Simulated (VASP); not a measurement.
# BaTiO3 (P4/mmm) in VASP: notebook, part 2 of 3

VASP 6.6.1. Earlier steps stand in the parts before.

### 3 Single point, PBEsol (volume scaled by 0.98)

The input, INCAR:

```
SYSTEM = BaTiO3
ALGO = Normal
EDIFF = 1E-6
ENCUT = 520
GGA = PS
ISIF = 2
ISMEAR = -1
LASPH = .True.
LCHARG = .True.
LELF = .True.
LREAL = .False.
LVHAR = .True.
LWAVE = .False.
NBANDS = 28
NELM = 80
PREC = Accurate
SIGMA = 0.03
```

The input, KPOINTS:

```
k-points
0
Gamma
  7 7 7
  0 0 0
```

The input, POSCAR:

```
BaTiO3
1.0
    3.9729548958      0.0000000000      0.0000000000
    0.0000000000      3.9729548958      0.0000000000
    0.0000000000      0.0000000000      3.9910327445
Ba Ti O
1 1 3
Direct
    0.0000000000      0.0000000000      0.0000000000
    0.5000000000      0.5000000000      0.5000000000
    0.5000000000      0.5000000000      0.0000000000
    0.5000000000      0.0000000000      0.5000000000
    0.0000000000      0.5000000000      0.5000000000
```

Potentials or basis: VASP PAW PBE potentials, release 64 (Ba_sv, Ti_sv, O).

Command:

```bash
$ cat potpaw_PBE.64/Ba_sv/POTCAR potpaw_PBE.64/Ti_sv/POTCAR potpaw_PBE.64/O/POTCAR > POTCAR
$ mpirun -np 1 vasp_std > vasp.out
```

OUTCAR:

```text
SYSTEM = BaTiO3
   EDIFF = 1E-6
   ENCUT = 520
   GGA = PS
   ISIF = 2
   ISMEAR = -1
   LASPH = .True.
   LREAL = .False.
   NELM = 80
   PREC = Accurate

 ion  position               nearest neighbor table
   1  0.000  0.000  0.000-   3 2.81   3 2.81   3 2.81   3 2.81   5 2.82   4 2.82   5 2.82   5 2.82
                             5 2.82   4 2.82   4 2.82   4 2.82   2 3.45   2 3.45   2 3.45   2 3.45
   2  0.500  0.500  0.500-   4 1.99   5 1.99   4 1.99   5 1.99   3 2.00   3 2.00   1 3.45   1 3.45
                             1 3.45   1 3.45   1 3.45   1 3.45   1 3.45   1 3.45
   3  0.500  0.500  0.000-   2 2.00   2 2.00   1 2.81   1 2.81   1 2.81   1 2.81
   4  0.500  0.000  0.500-   2 1.99   2 1.99   1 2.82   1 2.82   1 2.82   1 2.82
   5  0.000  0.500  0.500-   2 1.99   2 1.99   1 2.82   1 2.82   1 2.82   1 2.82

  LATTYP: Found a simple tetragonal cell.
 ALAT       =     3.9729548958
 C/A-ratio  =     1.0045502275

  Lattice vectors:

 A1 = (   3.9729548958,   0.0000000000,   0.0000000000)
 A2 = (   0.0000000000,   3.9729548958,   0.0000000000)
 A3 = (   0.0000000000,   0.0000000000,   3.9910327445)

Analysis of symmetry for initial positions (statically):
=====================================================================
 Subroutine PRICEL returns:
 Original cell was already a primitive cell.

 Routine SETGRP: Setting up the symmetry group for a
 simple tetragonal supercell.

 Subroutine GETGRP returns: Found 16 space group operations
 (whereof 16 operations were pure point group operations)
 out of a pool of 16 trial point group operations.

The static configuration has the point symmetry D_4h.

Analysis of symmetry for dynamics (positions and initial velocities):
=====================================================================
 Subroutine PRICEL returns:
 Original cell was already a primitive cell.

 Routine SETGRP: Setting up the symmetry group for a
 simple tetragonal supercell.

 Subroutine GETGRP returns: Found 16 space group operations
 (whereof 16 operations were pure point group operations)
 out of a pool of 16 trial point group operations.

The dynamic configuration has the point symmetry D_4h.

 Subroutine INISYM returns: Found 16 space group operations
 (whereof 16 operations are pure point group operations),
 and found     1 'primitive' translations

----------------------------------------------------------------------------------------

                                     Primitive cell

  volume of cell :      62.9959

  direct lattice vectors                    reciprocal lattice vectors
     3.972954896  0.000000000  0.000000000     0.251701826  0.000000000  0.000000000
     0.000000000  3.972954896  0.000000000     0.000000000  0.251701826  0.000000000
     0.000000000  0.000000000  3.991032745     0.000000000  0.000000000  0.250561713

  length of vectors
     3.972954896  3.972954896  3.991032745     0.251701826  0.251701826  0.250561713

  position of ions in fractional coordinates (direct lattice)
     0.000000000  0.000000000  0.000000000
     0.500000000  0.500000000  0.500000000
     0.500000000  0.500000000  0.000000000
     0.500000000  0.000000000  0.500000000
     0.000000000  0.500000000  0.500000000

  ion indices of the primitive-cell ions
   primitive index   ion index
                 1           1
                 2           2
                 3           3
[... 23 lines left out ...]

 Subroutine IBZKPT returns following result:
 ===========================================

 Found     40 irreducible k-points:

 Following reciprocal coordinates:
            Coordinates               Weight
  0.000000  0.000000  0.000000      1.000000
  0.142857  0.000000  0.000000      4.000000
  0.285714  0.000000  0.000000      4.000000
  0.428571  0.000000  0.000000      4.000000
  0.142857  0.142857  0.000000      4.000000
  0.285714  0.142857  0.000000      8.000000
[... 16 lines left out ...]
  0.285714  0.000000  0.285714      8.000000
  0.428571  0.000000  0.285714      8.000000
 [... further k-points ...]
   k-points           NKPTS =     40   k-points in BZ     NKDIM =     40   number of bands    NBANDS=     28
   number of dos      NEDOS =    301   number of ions     NIONS =      5
   total plane-waves  NPLWV =  27000
   dimension x,y,z NGX =    30 NGY =   30 NGZ =   30
   dimension x,y,z NGXF=    60 NGYF=   60 NGZF=   60
   ions per type =               1   1   3
   NGX,Y,Z   is equivalent  to a cutoff of  12.55, 12.55, 12.50 a.u.
   NGXF,Y,Z  is equivalent  to a cutoff of  25.11, 25.11, 24.99 a.u.
 SYSTEM =  BaTiO3
   PREC   = accura    normal or accurate (medium, high low for compatibility)
   ISTART =      0    job   : 0-new  1-cont  2-samecut
   ICHARG =      2    charge: 1-file 2-atom 10-const
   ISPIN  =      1    spin polarized calculation?
   LNONCOLLINEAR =      F non collinear calculations
   LSORBIT =      F    spin-orbit coupling
   LASPH  =      T    aspherical Exc in radial PAW
   ENCUT  =  520.0 eV  38.22 Ry    6.18 a.u.   7.39  7.39  7.42*2*pi/ulx,y,z
   NELM   =     80;   NELMIN=  2; NELMDL= -5     # of ELM steps
   EDIFF  = 0.1E-05   stopping-criterion for ELM
   LREAL  =      F    real-space projection
   EDIFFG = 0.1E-04   stopping-criterion for IOM
   NSW    =      0    number of steps for IOM
   IBRION =     -1    ionic relax: 0-MD 1-quasi-New 2-CG
   NFREE  =      0    steps in history (QN), initial steepest desc. (CG)
   ISIF   =      2    stress and relaxation
   ISYM   =      2    0-nonsym 1-usesym 2-fastsym
   POTIM  = 0.5000    time-step for ionic-motion
   TEBEG  =    0.0;   TEEND  =   0.0 temperature during run
   PSTRESS=    0.0 pullay stress
   NELECT =      40.0000    total number of electrons
   NUPDOWN=      -1.0000    fix difference up-down
   EMIN   =  10.00;   EMAX   =-10.00  energy-range for DOS
   EFERMI =   0.00;   METHOD = LEGACY
   ISMEAR =    -1;   SIGMA  =   0.03  broadening in eV -4-tet -1-fermi 0-gaus
   EFERMI_NEDOS =   21; number of points for ismear=-14 and -15
   IALGO  =     38    algorithm
   IMIX   =      4    mixing-type and parameters
     AMIX     =   0.40;   BMIX     =  1.00
     AMIX_MAG =   1.60;   BMIX_MAG =  1.00
  volume/ion in A,a.u.               =      12.60        85.02
  Fermi-wavevector in a.u.,A,eV,Ry     =   1.407097  2.659027 26.938466  1.979921
  Thomas-Fermi vector in A             =   2.529390
   LORBIT       =      0    0 simple, 1 ext, 2 COOP (PROOUT), +10 PAW based schemes
   GGA     = PS    functional components
   LHFCALC =     F    Hartree Fock is set to
   AEXX    =    0.0000 exact exchange contribution
   IVDW    =     0    specifies the selected vdW correction
   LEPSILON=     F    determine dielectric tensor
   LRPA    =     F    only Hartree local field effects (RPA)
 non-spin polarized calculation
  energy-cutoff  :      520.00
  volume of cell :       63.00
 maximum number of plane-waves:      1743
 NGX is ok and might be reduce to    30
   NGX = 15   NGY = 15   NGZ = 15

 number of electron      39.9999977 magnetization

 Free energy of the ion-electron system (eV)
  ---------------------------------------------------
  ext. energy  EPLUGINS =         0.00000000
  ---------------------------------------------------
  free energy    TOTEN  =       -41.98029396 eV

  energy without entropy =      -41.98029396  energy(sigma->0) =      -41.98029396

 E-fermi :   4.4011     XC(G=0): -11.6113

 val. band max:        3.7657010437   @ k =   0.4286   0.4286   0.4286
 cond. band min:       5.5563701081   @ k =   0.0000   0.0000   0.0000
 fundamental gap:      1.7906690644
 Fermi energy:         4.4010552015

 k-point     1 :       0.0000    0.0000    0.0000
  band No.  band energies     occupation
      1     -52.4694      2.00000
      2     -28.8042      2.00000
      3     -28.8042      2.00000
      4     -28.8016      2.00000
      5     -20.8913      2.00000
      6     -13.0274      2.00000
[... 733 lines left out ...]
     27      12.3482      0.00000
     28      12.7644      0.00000

 [... further k-points ...]
[... 5 lines left out ...]
  --------------------------------------------------------------------------------------
  -------------------------------------------------------------------------------------
  Total        0.4232525      0.4232525      0.0539287      0.0000000     -0.0000000      0.0000000
  in kB       10.7645924     10.7645924      1.3715701      0.0000000     -0.0000000      0.0000000
  external PRESSURE =       7.6335849 kB  Pullay stress =       0.0000000 kB

 VOLUME and BASIS-vectors are now :
 -----------------------------------------------------------------------------
  energy-cutoff  :      520.00
  volume of cell :       63.00
      direct lattice vectors                 reciprocal lattice vectors
     3.972954896  0.000000000  0.000000000     0.251701826  0.000000000  0.000000000
     0.000000000  3.972954896  0.000000000     0.000000000  0.251701826  0.000000000
     0.000000000  0.000000000  3.991032745     0.000000000  0.000000000  0.250561713

 POSITION                                       TOTAL-FORCE (eV/Angst)
 -----------------------------------------------------------------------------------
      0.00000      0.00000      0.00000         0.000000      0.000000      0.000000
      1.98648      1.98648      1.99552         0.000000      0.000000      0.000000
      1.98648      1.98648      0.00000         0.000000      0.000000      0.000000
      1.98648      0.00000      1.99552         0.000000      0.000000      0.000000
      0.00000      1.98648      1.99552         0.000000      0.000000      0.000000
 -----------------------------------------------------------------------------------
    total drift:                                0.000000      0.000000     -0.000000

  FREE ENERGIE OF THE ION-ELECTRON SYSTEM (eV)
  ---------------------------------------------------
  free  energy   TOTEN  =       -41.9802939626 eV

  energy  without entropy=      -41.9802939626  energy(sigma->0) =      -41.98029396
```

stdout:

```text
POSCAR found type information on POSCAR BaTiO
 POSCAR found :  3 types and       5 ions
 scaLAPACK will be used
 -----------------------------------------------------------------------------
|                                                                             |
|                                                                             |
|     You enforced a specific xc type in the INCAR file but a different       |
|     I HOPE YOU KNOW WHAT YOU ARE DOING!                                     |
|                                                                             |
 -----------------------------------------------------------------------------

 LDA part: xc-table for (Slater+PW92), standard interpolation
 POSCAR, INCAR and KPOINTS ok, starting setup
 FFT: planning ... GRIDC
 FFT: planning ... GRID_SOFT
 FFT: planning ... GRID
 WAVECAR not read
 entering main loop
```

Wall time 74 s (1 thread of Intel Xeon 6975P-C, shared host); peak memory 0.22 GiB.

Results:

```
Free energy            : -41.9803 eV
Pressure               : 0.8 GPa
Band gap on the k mesh : 1.79 eV, indirect (least direct gap 1.85 eV)
```

Caveat: the PAW data sets were made with another functional, which shifts forces and pressure a little; spin-orbit coupling is left out, which moves the levels of the heavy elements. A k mesh can miss the band edges.

### 4 Single point, PBEsol (volume scaled by 1.01)

The input, INCAR:

```
SYSTEM = BaTiO3
PREC = Accurate
ENCUT = 520
EDIFF = 1E-6
ISMEAR = -1
SIGMA = 0.03
LREAL = .FALSE.
LASPH = .TRUE.
NELM = 100
ALGO = Normal
ISIF = 2
LWAVE = .FALSE.
LCHARG = .TRUE.
GGA = PS
LELF = .TRUE.
LVHAR = .TRUE.
NBANDS = 28
```

The input, KPOINTS:

```
regular mesh
0
G
  7 7 7
  0 0 0
```

POSCAR: that of step 3 with these lines changed.

```diff
@@ -2,5 +2,5 @@
 1.0
-    3.9729548958      0.0000000000      0.0000000000
-    0.0000000000      3.9729548958      0.0000000000
-    0.0000000000      0.0000000000      3.9910327445
+    4.0130884697      0.0000000000      0.0000000000
+    0.0000000000      4.0130884697      0.0000000000
+    0.0000000000      0.0000000000      4.0313489353
 Ba Ti O
```

Command:

```bash
$ cat potpaw_PBE.64/Ba_sv/POTCAR potpaw_PBE.64/Ti_sv/POTCAR potpaw_PBE.64/O/POTCAR > POTCAR
$ mpirun -np 1 vasp_std > vasp.out
```

Run time: 84 s. Hardware: 1 thread of Intel Xeon 6975P-C, shared host; peak memory 0.22 GiB.

Results (log left out):

```
Free energy            : -41.9594 eV
Pressure               : -4.4 GPa
Band gap on the k mesh : 1.73 eV, indirect (least direct gap 1.83 eV)
```

Stress tensor (GPa, compression positive):
```
-4.12  0.00  0.00
 0.00 -4.12  0.00
 0.00  0.00 -4.93
```

Levels at points of the mesh, in eV from the valence-band top:
```
           k point  band 16  band 17  band 18  band 19  band 20  band 21  band 22  band 23  band 24  band 25
(0.00, 0.00, 0.00)    -1.02    -1.02    -0.10    -0.09    -0.09     1.73     1.73     1.74     3.89     3.93
```

Caveat: the PAW data sets were made with another functional, which shifts forces and pressure a little; spin-orbit coupling is left out, which moves the levels of the heavy elements. A k mesh can miss the band edges.

### 5 Single point, PBEsol (volume scaled by 1.04)

The input, INCAR:

```
SYSTEM = BaTiO3
  ALGO = Normal
  EDIFF = 1E-6
  ENCUT = 520
  GGA = PS
  ISIF = 2
  ISMEAR = -1
  LASPH = .TRUE.
  LCHARG = .FALSE.
  LREAL = .FALSE.
  LWAVE = .FALSE.
  NBANDS = 28
  NELM = 80
  PREC = Accurate
  SIGMA = 0.03
```

The input, KPOINTS:

```
k-points
0
G
  7 7 7
  0 0 0
```

POSCAR: that of step 4 with these lines changed.

```diff
@@ -2,5 +2,5 @@
 1.0
-    4.0130884697      0.0000000000      0.0000000000
-    0.0000000000      4.0130884697      0.0000000000
-    0.0000000000      0.0000000000      4.0313489353
+    4.0524349834      0.0000000000      0.0000000000
+    0.0000000000      4.0524349834      0.0000000000
+    0.0000000000      0.0000000000      4.0708744846
 Ba Ti O
```

Command:

```bash
$ cat potpaw_PBE.64/Ba_sv/POTCAR potpaw_PBE.64/Ti_sv/POTCAR potpaw_PBE.64/O/POTCAR > POTCAR
$ mpirun -np 1 vasp_std > vasp.out
```

Wall time 80 s (1 thread of Intel Xeon 6975P-C, shared host); peak memory 0.22 GiB.

The run converged. Its results:

```
Free energy            : -41.8818 eV
Pressure               : -8.8 GPa
Band gap on the k mesh : 1.68 eV, indirect (least direct gap 1.80 eV)
```

Stress tensor (GPa, compression positive):
```
-8.53  0.00  0.00
 0.00 -8.53  0.00
 0.00  0.00 -9.23
```

Levels at points of the mesh, in eV from the valence-band top:
```csv
k point,band 16,band 17,band 18,band 19,band 20,band 21,band 22,band 23,band 24,band 25
"(0.00, 0.00, 0.00)",-0.98,-0.98,-0.13,-0.12,-0.12,1.68,1.68,1.68,3.70,3.73
```

Caveat: the PAW data sets were made with another functional, which shifts forces and pressure a little; spin-orbit coupling is left out, which moves the levels of the heavy elements.

[end of part 2 of 3]
